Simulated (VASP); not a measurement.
# Ti12C in VASP: single point with PBEsol

Aim: the single point of Ti12C with PBEsol.

Everything below comes from runs of VASP 6.6.1. Logs are shortened: lines on timing, memory, paths and dates and some standing lists are left out, and cuts for length are marked.

### Step 1. The cell of the first run

The cell holds a slab with vacuum, 13 atoms: a = 5.735 Å, b = 5.735 Å, c = 19.270 Å, α = 90.00°, β = 90.00°, γ = 90.00°.

### Step 2. Single point, PBEsol

INCAR

```
PREC = Accurate ; ENCUT = 520
EDIFF = 1E-6 ; ISMEAR = 0
SIGMA = 0.1 ; LREAL = F
LASPH = T ; NELM = 60
ALGO = Normal ; ISIF = 2
LWAVE = F ; LCHARG = T
LDIPOL = T ; IDIPOL = 3
DIPOL = 0.5 0.5 0.319 ; GGA = PS
LELF = T ; LVHAR = T
LVACPOTAV = T ; NBANDS = 86
```

KPOINTS

```
Automatic mesh
0
Gamma
  5 5 1
```

POSCAR

```
Ti12C
1.0
    5.7352564297      0.0000000000      0.0000000000
    0.0000000000      5.7352564297      0.0000000000
    0.0000000000      0.0000000000     19.2700584075
Ti C
12 1
Direct
    0.2500000000      0.2500000000      0.2075759147
    0.2500000000      0.7500000000      0.2075759147
    0.7500000000      0.2500000000      0.2075759147
    0.7500000000      0.7500000000      0.2075759147
    0.0000000000      0.0000000000      0.3052972905
    0.0000000000      0.5000000000      0.3052972905
    0.5000000000      0.0000000000      0.3052972905
    0.5000000000      0.5000000000      0.3052972905
    0.2500000000      0.2500000000      0.4032192453
    0.2500000000      0.7500000000      0.4032192453
    0.7500000000      0.2500000000      0.4032192453
    0.7500000000      0.7500000000      0.4032192453
    0.3333333333      0.3333333333      0.4890545377
```

Potentials or basis: VASP PAW PBE potentials, release 64 (Ti_sv, C).

Launch:

```bash
> cat potpaw_PBE.64/Ti_sv/POTCAR potpaw_PBE.64/C/POTCAR > POTCAR
> mpirun -np 1 vasp_std > vasp.out
```

OUTCAR:

```text
PREC = Accurate
   ENCUT = 520
   EDIFF = 1E-6
   ISMEAR = 0
   LREAL = F
   LASPH = T
   NELM = 60
   ISIF = 2
   GGA = PS

 ion  position               nearest neighbor table
   1  0.250  0.250  0.208-   5 2.77   6 2.77   7 2.77   8 2.77   2 2.87   3 2.87   2 2.87   3 2.87

   2  0.250  0.750  0.208-   5 2.77   6 2.77   7 2.77   8 2.77   1 2.87   4 2.87   1 2.87   4 2.87

   3  0.750  0.250  0.208-   5 2.77   6 2.77   7 2.77   8 2.77   1 2.87   4 2.87   4 2.87   1 2.87
[... 15 lines left out ...]
  11  0.750  0.250  0.403-   5 2.77   6 2.77   7 2.77   8 2.77   9 2.87  12 2.87  12 2.87   9 2.87

  12  0.750  0.750  0.403-   5 2.77   6 2.77   7 2.77   8 2.77  10 2.87  11 2.87  11 2.87  10 2.87

  13  0.333  0.333  0.489-   9 1.79

  LATTYP: Found a simple tetragonal cell.
 ALAT       =     5.7352564297
 C/A-ratio  =     3.3599296986

  Lattice vectors:

 A1 = (   5.7352564297,   0.0000000000,   0.0000000000)
 A2 = (   0.0000000000,   5.7352564297,   0.0000000000)
 A3 = (   0.0000000000,   0.0000000000,  19.2700584075)

Analysis of symmetry for initial positions (statically):
=====================================================================
 Subroutine PRICEL returns:
 Original cell was already a primitive cell.

 Routine SETGRP: Setting up the symmetry group for a
 simple tetragonal supercell.

 Subroutine GETGRP returns: Found  2 space group operations
 (whereof  2 operations were pure point group operations)
 out of a pool of 16 trial point group operations.

The static configuration has the point symmetry C_1h.

Analysis of symmetry for dynamics (positions and initial velocities):
=====================================================================
 Subroutine PRICEL returns:
 Original cell was already a primitive cell.

 Routine SETGRP: Setting up the symmetry group for a
 simple tetragonal supercell.

 Subroutine GETGRP returns: Found  2 space group operations
 (whereof  2 operations were pure point group operations)
 out of a pool of 16 trial point group operations.

The dynamic configuration has the point symmetry C_1h.

 Subroutine INISYM returns: Found  2 space group operations
 (whereof  2 operations are pure point group operations),
 and found     1 'primitive' translations

[... 114 lines left out ...]
   EFERMI =   0.00;   METHOD = LEGACY
   ISMEAR =     0;   SIGMA  =   0.10  broadening in eV -4-tet -1-fermi 0-gaus
   EFERMI_NEDOS =   21; number of points for ismear=-14 and -15
   IALGO  =     38    algorithm
   IMIX   =      4    mixing-type and parameters
     AMIX     =   0.40;   BMIX     =  1.00
     AMIX_MAG =   1.60;   BMIX_MAG =  1.00
  volume/ion in A,a.u.               =      48.76       329.03
  Fermi-wavevector in a.u.,A,eV,Ry     =   1.008090  1.905013 13.826850  1.016245
  Thomas-Fermi vector in A             =   2.140935
   LORBIT       =      0    0 simple, 1 ext, 2 COOP (PROOUT), +10 PAW based schemes
   GGA     = PS    functional components
   LHFCALC =     F    Hartree Fock is set to
   AEXX    =    0.0000 exact exchange contribution
   IVDW    =     0    specifies the selected vdW correction
   LEPSILON=     F    determine dielectric tensor
   LRPA    =     F    only Hartree local field effects (RPA)
 non-spin polarized calculation
 Gauss-broadening in eV      SIGMA  =   0.10
  energy-cutoff  :      520.00
  volume of cell :      633.85
 maximum number of plane-waves:     17110
 NGX is ok and might be reduce to    48
   NGX = 21   NGY = 21   NGZ = 71

 dipolmoment           0.000000      0.000000     -0.808066 electrons x Angstroem

 number of electron     148.0000029 magnetization

 dipolmoment           0.000000      0.000000      0.224550 electrons x Angstroem

 Free energy of the ion-electron system (eV)
  ---------------------------------------------------
  ext. energy  EPLUGINS =         0.00000000
  ---------------------------------------------------
  free energy    TOTEN  =       -98.29282667 eV

  energy without entropy =      -98.14483009  energy(sigma->0) =      -98.21882838

 E-fermi :  -0.1520     XC(G=0):  -4.9001

 val. band max:       -0.1608066526   @ k =   0.4000   0.2000   0.0000
 cond. band min:      -0.1448047014   @ k =  -0.4000   0.4000   0.0000
 fundamental gap:      0.0160019512
 Fermi energy:        -0.1519752108

 k-point     1 :       0.0000    0.0000    0.0000
  band No.  band energies     occupation
      1     -56.8287      2.00000
      2     -56.7986      2.00000
      3     -56.7444      2.00000
      4     -56.6885      2.00000
      5     -56.6143      2.00000
      6     -56.6142      2.00000
[... 790 lines left out ...]
     85       0.7670      0.00000
     86       0.7902      0.00000

------------------------ aborting loop because EDIFF is reached ----------------------------------------

  FORCE on cell =-STRESS in cart. coord.  units (eV):
  Direction    XX          YY          ZZ          XY          YZ          ZX
  --------------------------------------------------------------------------------------
  -------------------------------------------------------------------------------------
  Total       -5.8197583     -5.8197583      2.4534089      0.5357533      1.0281594      1.0281598
  in kB      -14.7104793    -14.7104793      6.2014295      1.3542121      2.5988566      2.5988576
  external PRESSURE =      -7.7398430 kB  Pullay stress =       0.0000000 kB

 VOLUME and BASIS-vectors are now :
 -----------------------------------------------------------------------------
  energy-cutoff  :      520.00
  volume of cell :      633.85
      direct lattice vectors                 reciprocal lattice vectors
     5.735256430  0.000000000  0.000000000     0.174360120  0.000000000  0.000000000
     0.000000000  5.735256430  0.000000000     0.000000000  0.174360120  0.000000000
     0.000000000  0.000000000 19.270058407     0.000000000  0.000000000  0.051893979

 POSITION                                       TOTAL-FORCE (eV/Angst)
 -----------------------------------------------------------------------------------
      1.43381      1.43381      4.00000         0.029408      0.029408     -0.204206
      1.43381      4.30144      4.00000        -0.060020     -0.002340      0.130571
      4.30144      1.43381      4.00000        -0.002340     -0.060020      0.130571
      4.30144      4.30144      4.00000         0.017915      0.017915      0.189025
      0.00000      0.00000      5.88310        -0.004537     -0.004537     -0.307861
      0.00000      2.86763      5.88310        -0.023913      0.199918     -0.418382
      2.86763      0.00000      5.88310         0.199918     -0.023913     -0.418382
      2.86763      2.86763      5.88310         0.281256      0.281256     -0.635266
      1.43381      1.43381      7.77006        -0.562156     -0.562156     -0.545533
      1.43381      4.30144      7.77006        -0.082050     -1.005756      0.995522
      4.30144      1.43381      7.77006        -1.005756     -0.082050      0.995522
      4.30144      4.30144      7.77006         0.108430      0.108430      0.031477
      1.91175      1.91175      9.42411         1.103846      1.103846      0.056941
 -----------------------------------------------------------------------------------
    total drift:                               -0.000029     -0.000029      0.001376

  FREE ENERGIE OF THE ION-ELECTRON SYSTEM (eV)
  ---------------------------------------------------
  free  energy   TOTEN  =       -98.2928266658 eV

  energy  without entropy=      -98.1448300903  energy(sigma->0) =      -98.21882838

 vacuum level on the upper side and lower side of the slab         5.035         3.800
```

Run time: 43 min. Hardware: 1 thread of Intel Xeon 6975P-C (Granite Rapids), shared host; peak memory 0.83 GiB.

What came out:

| Property | Result |
| --- | --- |
| Free energy | -98.2928 eV |
| Largest force | 1.562 eV/Å |
| Band gap on the k mesh | zero (bands 74 and 75 overlap by 0.23 eV) |

Forces on the atoms (eV/Å):
```
Ti   0.029  0.029 -0.204
Ti  -0.060 -0.002  0.131
Ti  -0.002 -0.060  0.131
Ti   0.018  0.018  0.189
Ti  -0.005 -0.005 -0.308
Ti  -0.024  0.200 -0.418
Ti   0.200 -0.024 -0.418
Ti   0.281  0.281 -0.635
Ti  -0.562 -0.562 -0.546
Ti  -0.082 -1.006  0.996
Ti  -1.006 -0.082  0.996
Ti   0.108  0.108  0.031
C    1.104  1.104  0.057
```

Caveat: the PAW data sets were made with another functional, which shifts forces and pressure a little.
